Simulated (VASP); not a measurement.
## ZnO: single point with revPBE+D3(BJ)

ZnO:

```
Zn O
1.0
     3.21406    0.00000    0.00000
    -1.60703    2.78346    0.00000
     0.00000    0.00000    5.18738
Zn O
2 2
Cartesian
  0.0000 1.8556 0.0080
  1.6070 0.9278 2.6017
  0.0000 1.8556 1.9741
  1.6070 0.9278 4.5678
```

This cell differs from its parent crystal: volume scaled by 0.96.

```
Program             : VASP 6.6.1
Task                : single point
Functional          : revPBE
Dispersion          : D3(BJ)
Potentials or basis : VASP PAW PBE potentials, release 64 (Zn, O_h)
Cutoff              : 910 eV
k mesh              : 8 × 8 × 6
Occupations         : gaussian, width 0.05 eV
Spin                : no spin polarisation
```

* Pressure: 6.9 GPa
* Largest force: 0.006 eV/Å
* Band gap on the k mesh: 0.88 eV, direct
* Dispersion energy per atom: -0.453 eV

Forces in eV/Å, atoms in the order of the input:
```
Zn   0.000  0.000  0.006
Zn   0.000  0.000  0.006
O    0.000  0.000 -0.006
O    0.000  0.000 -0.006
```

Levels at points of the mesh, in eV from the valence-band top:
```csv
k point,band 16,band 17,band 18,band 19,band 20,band 21
"(0.00, 0.00, 0.00)",-0.10,0.00,0.00,0.88,5.39,8.35
"(0.50, 0.00, 0.00)",-2.34,-1.32,-0.87,5.95,6.99,7.68
"(0.00, 0.00, 0.50)",-0.41,-0.41,-0.41,3.56,3.56,10.24
"(0.50, 0.00, 0.50)",-1.56,-1.42,-1.42,5.82,5.82,8.64
```

Wall time 41 s on 1 thread of Intel(R) Xeon(R) 6975P-C (Granite Rapids) (shared host), peak memory 0.28 GiB.

Caveat: the cutoff is under 1.25 times the usual one of these potentials, so pressure, stress and relaxed cells hold a basis-set (Pulay) error; the PAW data sets were made with another functional, which shifts forces and pressure a little.
